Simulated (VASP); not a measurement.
Runs of VASP 6.6.1 on Si2Sb. The structure is that of space group Fm-3m (No. 225), or close to it. The cells are those of the table. 

```tsv
task	cell	k mesh	cutoff (eV)	gap on the mesh (eV)	pressure (GPa)
single point	a = 4.638 Å, angles 60.0°, 3 atoms	6 × 6 × 6	520	none	0.4
single point	a = 4.305 Å, angles 60.0°, 3 atoms	6 × 6 × 6	520	none	20.4
relaxation of cell and atoms	relaxed from a = 4.305 Å, angles 60.0°, 3 atoms	6 × 6 × 6	600	none	0.0
single point	a = 4.645 Å, angles 60.0°, 3 atoms	12 × 12 × 12	520	none	(a)
```

Alike in all rows: level r2SCAN; potentials or basis VASP PAW PBE potentials, release 64 (Si, Sb); no spin polarisation; smearing gaussian 0.1 eV.

Estimate the missing entries.

(a) 0.1.

Caveats: the PAW data sets were made with another functional, which shifts forces and pressure a little; spin-orbit coupling is left out, which moves the levels of the heavy elements; the cell stands under pressure (at least some runs).

A k mesh can miss the band edges, and the runs leave out spin-orbit coupling on Sb.

A gap of «none» marks levels without a gap at the run's occupations.
